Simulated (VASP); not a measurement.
# SnO2 (P4_2/mnm) in VASP: further runs, part 2 of 3

VASP 6.6.1. The steps go on from the part before.

### 3 Electric field gradients, LDA (volume scaled by 0.99)

The input, INCAR:

```
SYSTEM = SnO2
PREC = Accurate
ENCUT = 520
EDIFF = 1E-8
ISMEAR = -1
SIGMA = 0.03
LREAL = .False.
LASPH = .True.
NELM = 100
ALGO = Normal
ISIF = 2
LWAVE = .False.
LCHARG = .False.
LEFG = .True.
NBANDS = 35
```

The input, KPOINTS:

```
Automatic mesh
0
Gamma
  4 4 6
  0 0 0
```

The input, POSCAR:

```
SnO2
1.0
    4.7215059017      0.0000000000      0.0000000000
    0.0000000000      4.7215059017      0.0000000000
    0.0000000000      0.0000000000      3.1757430642
Sn O
2 4
Direct
    0.0000000000      0.0000000000      0.0000000000
    0.5000000000      0.5000000000      0.5000000000
    0.3056200000      0.3056200000      0.0000000000
    0.1943800000      0.8056200000      0.5000000000
    0.6943800000      0.6943800000      0.0000000000
    0.8056200000      0.1943800000      0.5000000000
```

Potentials or basis: VASP PAW LDA potentials, release 64 (Sn_d, O).

Started as:

```sh
cat potpaw_LDA.64/Sn_d/POTCAR potpaw_LDA.64/O/POTCAR > POTCAR
mpirun -np 1 vasp_std > vasp.out
```

OUTCAR:

```text
SYSTEM = SnO2
   PREC = Accurate
   ENCUT = 520
   EDIFF = 1E-8
   ISMEAR = -1
   LREAL = .False.
   LASPH = .True.
   NELM = 100
   ISIF = 2

 ion  position               nearest neighbor table
   1  0.000  0.000  0.000-   3 2.04   5 2.04   4 2.05   6 2.05   4 2.05   6 2.05   2 3.70   2 3.70
                             2 3.70   2 3.70   2 3.70   2 3.70   2 3.70   2 3.70
   2  0.500  0.500  0.500-   4 2.04   6 2.04   5 2.05   3 2.05   3 2.05   5 2.05   1 3.70   1 3.70
                             1 3.70   1 3.70   1 3.70   1 3.70   1 3.70   1 3.70
   3  0.306  0.306  0.000-   1 2.04   2 2.05   2 2.05
   4  0.194  0.806  0.500-   2 2.04   1 2.05   1 2.05
   5  0.694  0.694  0.000-   1 2.04   2 2.05   2 2.05
   6  0.806  0.194  0.500-   2 2.04   1 2.05   1 2.05

  LATTYP: Found a simple tetragonal cell.
 ALAT       =     4.7215059017
 C/A-ratio  =     0.6726123255

  Lattice vectors:

 A1 = (   4.7215059017,   0.0000000000,   0.0000000000)
 A2 = (   0.0000000000,   4.7215059017,   0.0000000000)
 A3 = (   0.0000000000,   0.0000000000,   3.1757430642)

Analysis of symmetry for initial positions (statically):
=====================================================================
 Subroutine PRICEL returns:
 Original cell was already a primitive cell.

 Routine SETGRP: Setting up the symmetry group for a
 simple tetragonal supercell.

 Subroutine GETGRP returns: Found 16 space group operations
 (whereof  8 operations were pure point group operations)
 out of a pool of 16 trial point group operations.

The static configuration has the point symmetry D_2h.
 The point group associated with its full space group is D_4h.

Analysis of symmetry for dynamics (positions and initial velocities):
=====================================================================
 Subroutine PRICEL returns:
[... 1092 lines left out ...]
  external PRESSURE =      22.5396478 kB  Pullay stress =       0.0000000 kB

 VOLUME and BASIS-vectors are now :
 -----------------------------------------------------------------------------
  energy-cutoff  :      520.00
  volume of cell :       70.80
      direct lattice vectors                 reciprocal lattice vectors
     4.721505902  0.000000000  0.000000000     0.211796834  0.000000000  0.000000000
     0.000000000  4.721505902  0.000000000     0.000000000  0.211796834  0.000000000
     0.000000000  0.000000000  3.175743064     0.000000000  0.000000000  0.314886935

 POSITION                                       TOTAL-FORCE (eV/Angst)
 -----------------------------------------------------------------------------------
      0.00000      0.00000      0.00000        -0.000000      0.000000      0.000000
      2.36075      2.36075      1.58787        -0.000000      0.000000      0.000000
      1.44299      1.44299      0.00000         0.009727      0.009727     -0.000000
      0.91777      3.80374      1.58787        -0.009727      0.009727      0.000000
      3.27852      3.27852      0.00000        -0.009727     -0.009727      0.000000
      3.80374      0.91777      1.58787         0.009727     -0.009727      0.000000
 -----------------------------------------------------------------------------------
    total drift:                                0.000000      0.000000      0.000000

  FREE ENERGIE OF THE ION-ELECTRON SYSTEM (eV)
  ---------------------------------------------------
  free  energy   TOTEN  =       -42.2731738961 eV

  energy  without entropy=      -42.2731738960  energy(sigma->0) =      -42.27317390

 Electric field gradients (V/A^2)
---------------------------------------------------------------------
 ion       V_xx      V_yy      V_zz      V_xy      V_xz      V_yz
---------------------------------------------------------------------
   1      25.280    25.280   -50.559   -33.541    -0.000     0.000
   2      25.280    25.280   -50.559    33.541    -0.000     0.000
   3     -22.988   -22.988    45.976    80.996     0.000     0.000
   4     -22.988   -22.988    45.976   -80.996    -0.000    -0.000
   5     -22.988   -22.988    45.976    80.996    -0.000    -0.000
   6     -22.988   -22.988    45.976   -80.996     0.000     0.000
---------------------------------------------------------------------

 Electric field gradients after diagonalization (V/A^2)
 (convention: |V_zz| > |V_xx| > |V_yy|)
----------------------------------------------------------------------
 ion       V_xx      V_yy      V_zz     asymmetry (V_yy - V_xx)/ V_zz
----------------------------------------------------------------------
   1     -50.559    -8.261    58.820       0.719
   2     -50.559    -8.261    58.820       0.719
   3      58.008    45.976  -103.984       0.116
   4      58.008    45.976  -103.984       0.116
   5      58.008    45.976  -103.984       0.116
   6      58.008    45.976  -103.984       0.116
----------------------------------------------------------------------

           NMR quadrupolar parameters

 Cq : quadrupolar parameter    Cq=e*Q*V_zz/h
 eta: asymmetry parameters     (V_yy - V_xx)/ V_zz
 Q  : nuclear electric quadrupole moment in mb (millibarn)
----------------------------------------------------------------------
 ion       Cq(MHz)       eta       Q (mb)
----------------------------------------------------------------------
   1       0.142       0.719       1.000
   2       0.142       0.719       1.000
   3      -0.251       0.116       1.000
   4      -0.251       0.116       1.000
   5      -0.251       0.116       1.000
   6      -0.251       0.116       1.000
----------------------------------------------------------------------
```

Run time: 28 s. Hardware: 1 thread of AMD EPYC 9R45 (Zen 5), shared host; peak memory 0.15 GiB.

What came out:

```
Free energy            : -42.2732 eV
Pressure               : 2.3 GPa
Largest force          : 0.014 eV/Å
Band gap on the k mesh : 1.26 eV, direct
```

Forces on the atoms (eV/Å):
```
Sn   0.000  0.000  0.000
Sn   0.000  0.000  0.000
O    0.010  0.010  0.000
O   -0.010  0.010  0.000
O   -0.010 -0.010  0.000
O    0.010 -0.010  0.000
```

Levels at points of the mesh, in eV from the valence-band top:
```
           k point  band 24  band 25  band 26  band 27  band 28  band 29
(0.00, 0.00, 0.00)    -0.82    -0.82     0.00     1.26     6.06     6.13
(0.50, 0.00, 0.00)    -1.23    -0.66    -0.66     4.41     4.41     6.90
(0.50, 0.50, 0.00)    -1.35    -0.93    -0.93     4.82     4.82     7.39
(0.00, 0.00, 0.50)    -1.75    -1.30    -1.30     6.13     6.13     9.56
(0.50, 0.00, 0.50)    -1.15    -0.73    -0.73     6.41     6.41     7.92
(0.50, 0.50, 0.50)    -1.00    -0.86    -0.86     4.75     4.75     8.68
```

Electric field gradients, principal values (V/Å²):
```
atom   least   middle  greatest (by size)
1 Sn  -8.261  -50.559              58.820
2 Sn  -8.261  -50.559              58.820
 3 O  45.976   58.008            -103.984
 4 O  45.976   58.008            -103.984
 5 O  45.976   58.008            -103.984
 6 O  45.976   58.008            -103.984
```

Caveat: without QUAD_EFG the Cq values of the log hold for a quadrupole moment of 1 mb, not for the nuclei; spin-orbit coupling is left out, which moves the levels of the heavy elements.

### 4 Electric field gradients, LDA (volume scaled by 1.02)

The input, INCAR:

```
PREC = Accurate ; ENCUT = 520
EDIFF = 1E-8 ; ISMEAR = -1
SIGMA = 0.03 ; LREAL = F
LASPH = T ; NELM = 80
ALGO = Normal ; ISIF = 2
LWAVE = F ; LCHARG = F
LEFG = T ; NBANDS = 35
```

The input, KPOINTS:

```
Automatic mesh
0
Gamma
  4 4 6
```

POSCAR: that of step 3 with these lines changed.

```diff
@@ -2,5 +2,5 @@
 1.0
-    4.7215059017      0.0000000000      0.0000000000
-    0.0000000000      4.7215059017      0.0000000000
-    0.0000000000      0.0000000000      3.1757430642
+    4.7687240931      0.0000000000      0.0000000000
+    0.0000000000      4.7687240931      0.0000000000
+    0.0000000000      0.0000000000      3.2075026017
 Sn O
```

Potentials or basis: VASP PAW LDA potentials, release 64 (Sn_d, O).

Started as:

```sh
cat potpaw_LDA.64/Sn_d/POTCAR potpaw_LDA.64/O/POTCAR > POTCAR
mpirun -np 1 vasp_std > vasp.out
```

OUTCAR:

```text
PREC = Accurate
   ENCUT = 520
   EDIFF = 1E-8
   ISMEAR = -1
   LREAL = F
   LASPH = T
   NELM = 80
   ISIF = 2

 ion  position               nearest neighbor table
   1  0.000  0.000  0.000-   3 2.06   5 2.06   4 2.07   6 2.07   4 2.07   6 2.07   2 3.73   2 3.73
                             2 3.73   2 3.73   2 3.73   2 3.73   2 3.73   2 3.73
   2  0.500  0.500  0.500-   4 2.06   6 2.06   5 2.07   3 2.07   3 2.07   5 2.07   1 3.73   1 3.73
                             1 3.73   1 3.73   1 3.73   1 3.73   1 3.73   1 3.73
   3  0.306  0.306  0.000-   1 2.06   2 2.07   2 2.07
   4  0.194  0.806  0.500-   2 2.06   1 2.07   1 2.07
   5  0.694  0.694  0.000-   1 2.06   2 2.07   2 2.07
   6  0.806  0.194  0.500-   2 2.06   1 2.07   1 2.07

  LATTYP: Found a simple tetragonal cell.
 ALAT       =     4.7687240931
 C/A-ratio  =     0.6726123255

[... 1152 lines left out ...]
   5     -23.625   -23.625    47.251    84.506    -0.000     0.000
   6     -23.625   -23.625    47.251   -84.506     0.000    -0.000
---------------------------------------------------------------------

 Electric field gradients after diagonalization (V/A^2)
 (convention: |V_zz| > |V_xx| > |V_yy|)
----------------------------------------------------------------------
 ion       V_xx      V_yy      V_zz     asymmetry (V_yy - V_xx)/ V_zz
----------------------------------------------------------------------
   1     -48.643    -6.765    55.408       0.756
   2     -48.643    -6.765    55.408       0.756
   3      60.881    47.251  -108.132       0.126
   4      60.881    47.251  -108.132       0.126
   5      60.881    47.251  -108.132       0.126
   6      60.881    47.251  -108.132       0.126
----------------------------------------------------------------------

           NMR quadrupolar parameters

 Cq : quadrupolar parameter    Cq=e*Q*V_zz/h
 eta: asymmetry parameters     (V_yy - V_xx)/ V_zz
 Q  : nuclear electric quadrupole moment in mb (millibarn)
----------------------------------------------------------------------
 ion       Cq(MHz)       eta       Q (mb)
----------------------------------------------------------------------
   1       0.134       0.756       1.000
   2       0.134       0.756       1.000
   3      -0.261       0.126       1.000
   4      -0.261       0.126       1.000
   5      -0.261       0.126       1.000
   6      -0.261       0.126       1.000
----------------------------------------------------------------------
```

stdout:

```text
POSCAR found type information on POSCAR SnO
 POSCAR found :  2 types and       6 ions
 scaLAPACK will be used
 LDA part: xc-table for (Slater(with rela. corr.)+CA(PZ))
 , standard interpolation
 POSCAR, INCAR and KPOINTS ok, starting setup
 FFT: planning ... GRIDC
 FFT: planning ... GRID_SOFT
 FFT: planning ... GRID
 WAVECAR not read
 entering main loop
ion   1

ion   2

ion   3

ion   4

ion   5

ion   6
```

Wall time 29 s (1 thread of AMD EPYC 9R45 (Zen 5), shared host); peak memory 0.15 GiB.

What came out:

```yaml
Free_energy: -42.2632 eV
Pressure: -4.0 GPa
Largest_force: 0.114 eV/Å
Band_gap_on_the_k_mesh: 0.91 eV, direct
```

Forces in eV/Å, atoms in the order of the input:
```
Sn   0.000  0.000  0.000
Sn   0.000  0.000  0.000
O    0.081  0.081  0.000
O   -0.081  0.081  0.000
O   -0.081 -0.081  0.000
O    0.081 -0.081  0.000
```

Stress tensor (GPa, compression positive):
```
-4.00  0.00  0.00
 0.00 -4.00  0.00
 0.00  0.00 -4.14
```

Electric field gradients, principal values (V/Å²):
```csv
atom,least,middle,greatest (by size)
1 Sn,-6.765,-48.643,55.408
2 Sn,-6.765,-48.643,55.408
3 O,47.251,60.881,-108.132
4 O,47.251,60.881,-108.132
5 O,47.251,60.881,-108.132
6 O,47.251,60.881,-108.132
```

Caveat: without QUAD_EFG the Cq values of the log hold for a quadrupole moment of 1 mb, not for the nuclei; spin-orbit coupling is left out, which moves the levels of the heavy elements.

(Continued in part 3 of 3.)
